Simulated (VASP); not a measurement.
## GaN: single point with LDA

Crystal: GaN.

```
Ga N
1.0
     3.20813    0.00000    0.00000
    -1.60407    2.77833    0.00000
     0.00000    0.00000    5.18500
Ga N
2 2
Direct
  0.33333 0.66667 0.99959
  0.66667 0.33333 0.49959
  0.33333 0.66667 0.37741
  0.66667 0.33333 0.87741
```

* Program: VASP 6.6.1
* Task: single point
* Functional: LDA
* Potentials or basis: VASP PAW LDA potentials, release 64 (Ga_d, N)
* Cutoff: 520 eV
* k mesh: 8 × 8 × 5
* Occupations: gaussian, width 0.05 eV
* Spin: no spin polarisation
* Dipole correction: no
* Further INCAR settings: ALGO = Normal; EDIFF = 1e-06; NBANDS = 26

```yaml
Pressure: -7.2 GPa
Band_gap_on_the_k_mesh: 1.87 eV
```

Stress tensor (GPa, compression positive):
```
-8.07  0.00  0.00
 0.00 -8.07  0.00
 0.00  0.00 -5.59
```

Levels at points of the mesh, in eV from the valence-band top:
| k point | band 15 | band 16 | band 17 | band 18 | band 19 | band 20 | band 21 | band 22 |
| --- | --- | --- | --- | --- | --- | --- | --- | --- |
| (0.00, 0.00, 0.00) | -1.05 | 0.00 | 0.00 | 0.00 | 1.87 | 4.01 | 9.04 | 9.59 |
| (0.50, 0.00, 0.00) | -4.18 | -2.75 | -2.18 | -0.99 | 4.83 | 5.42 | 5.95 | 8.39 |

Wall time 77 s on 1 thread of AMD EPYC 7R13, on a shared host, peak memory 0.13 GiB.

Caveat: the cell stands under tension.
